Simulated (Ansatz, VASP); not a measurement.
## Two plane-wave programs on CuO

```
Cu O
1.0
     4.17925    0.00000    0.00000
     0.00020    5.15133    0.00000
     2.08963    0.00000    2.08045
Cu O
2 2
Direct
  0.50575 0.00185 0.50000
  0.00575 0.50185 0.50000
  0.50576 0.25185 0.99998
  0.50574 0.75185 0.00002
```

Alike in both runs: task single point; functional PBE; k mesh 8 × 7 × 16; occupations gaussian, width 0.1 eV; no spin polarisation.

```csv
,VASP,Ansatz
version,VASP 6.6.1,Ansatz 0.2.0
potentials or method,"VASP PAW PBE potentials, release 64 (Cu, O), cutoff 520 eV","scalar-relativistic, plane waves, PAW"
valence electrons in the cell,34,50
```

Ansatz gave:

```
gap on the k mesh at the Fermi level (eV)                     : none
pressure (GPa)                                                : 0.0
traceless stress, the component that is largest in VASP (GPa) : -0.01
```

Task: What did VASP give for the same quantities?

Result: gap on the k mesh at the Fermi level (eV): none; pressure (GPa): 0.7; traceless stress, the component that is largest in VASP (GPa): 0.26.

A gap of «none» marks a metal or a gap that the smearing closes. With one functional, cell and mesh, what is left measures potentials, basis and numerics. VASP's potentials hold 34 valence electrons a cell and Ansatz's 50, so a difference there can come from the potentials and not from the codes.
